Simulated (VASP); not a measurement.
Runs of VASP 6.6.1 on Mn. The structure is that of space group Im-3m (No. 229), or close to it. The cells are those of the table. 

| task | spin | cell | k mesh | cutoff (eV) | smearing | gap on the mesh (eV) | pressure (GPa) |
| --- | --- | --- | --- | --- | --- | --- | --- |
| single point | off | a = 2.361 Å, angles 109.5°, 1 atom | 26 × 26 × 26 | 520 | fermi-dirac 0.1 eV | none | 0.2 |
| single point | off | a = 2.361 Å, angles 109.5°, 1 atom | 18 × 18 × 18 | 520 | fermi-dirac 0.1 eV | none | (a) |
| single point | off | a = 2.423 Å, angles 109.5°, 1 atom | 18 × 18 × 18 | 520 | fermi-dirac 0.1 eV | none | -20.9 |
| single point | off | a = 2.296 Å, angles 109.5°, 1 atom | 18 × 18 × 18 | 520 | fermi-dirac 0.1 eV | none | 33.4 |
| single point | off | a = 2.392 Å, angles 109.5°, 1 atom | 18 × 18 × 18 | 520 | fermi-dirac 0.1 eV | none | (b) |
| single point | collinear, ferromagnetic start | a = 2.423 Å, angles 109.5°, 1 atom | 18 × 18 × 18 | 520 | fermi-dirac 0.05 eV | none | -21.8 |
| single point | off | a = 2.452 Å, angles 109.5°, 1 atom | 18 × 18 × 18 | 520 | fermi-dirac 0.1 eV | none | -28.5 |
| relaxation of cell and atoms | off | relaxed from a = 2.481 Å, angles 109.5°, 1 atom | 15 × 15 × 15 | 600 | fermi-dirac 0.1 eV | none | 0.1 |

Alike in all rows: level LDA; potentials or basis VASP PAW LDA potentials, release 64 (Mn_pv).

Problem. Estimate the missing entries.

Solution. (a) 0.3; (b) -11.5.

A gap of «none» marks levels without a gap at the run's occupations.
